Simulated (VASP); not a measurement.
Write the native input for VASP 6.6.1 that does the following.

```
Task                   : single point
Functional             : PBE
Potentials or basis    : VASP PAW PBE potentials, release 64 (N, Ti_sv)
Cutoff                 : 520 eV
k mesh                 : 9 × 9 × 1
Occupations            : gaussian, width 0.1 eV
Spin                   : collinear spin
Starting moments       : [0.0, 0.0, 0.0, 0.0, 3.0, 0.0, 0.0, 0.0] μB
Dipole correction      : yes
Further INCAR settings : ALGO = Fast; EDIFF = 1e-06; NBANDS = 44
```

The structure of Ti3N5 lies in POSCAR:

```
Ti3N5
1.0
    3.0028555063      0.0000000000      0.0000000000
   -1.5014277532      2.6005491524      0.0000000000
    0.0000000000      0.0000000000     24.1233847547
N Ti
5 3
Direct
    0.3333333333      0.6666666667      0.1658142106
    0.0000000000      0.0000000000      0.2674509120
    0.6666666667      0.3333333333      0.3654788005
    0.3333333333      0.6666666667      0.4611038156
    0.6666666667      0.3333333333      0.5025573682
    0.6666666667      0.3333333333      0.2166325614
    0.3333333333      0.6666666667      0.3190139885
    0.0000000000      0.0000000000      0.4290633808
```

These files were run (other wordings do the same):

INCAR

```
  ALGO = Fast
  DIPOL = 0.5 0.5 0.341
  EDIFF = 1E-6
  ENCUT = 520
  GGA = PE
  IDIPOL = 3
  ISIF = 2
  ISMEAR = 0
  ISPIN = 2
  LASPH = True
  LCHARG = False
  LDIPOL = True
  LMAXMIX = 4
  LORBIT = 11
  LREAL = False
  LWAVE = False
  MAGMOM = 0 0 0 0 3 0 0 0
  NBANDS = 44
  NELM = 150
  PREC = Accurate
  SIGMA = 0.1
```

KPOINTS

```
k-points
0
Gamma
  9 9 1
```

Potentials or basis: VASP PAW PBE potentials, release 64 (N, Ti_sv).

Run with:

```bash
$ cat potpaw_PBE.64/N/POTCAR potpaw_PBE.64/Ti_sv/POTCAR > POTCAR
$ mpirun -np 1 vasp_std > vasp.out
```

Results of the run:

```
Largest force                                         : 5.471 eV/Å
Net moment                                            : 0.70 μB per cell
Site moments                                          : N +0.10, +0.02, +0.01, +0.04, +0.32; Ti -0.03, +0.05, +0.03 μB
Valence electrons inside the program's atomic spheres : N 3.51, 3.75, 3.73, 3.69, 3.35; Ti 10.31, 10.37, 10.54
```

Caveat: a moment this small can come from the mesh or the smearing.

It took 14 min on 1 thread of Oxide Virtual Turin-like Processor, on a shared host, peak memory 0.45 GiB.
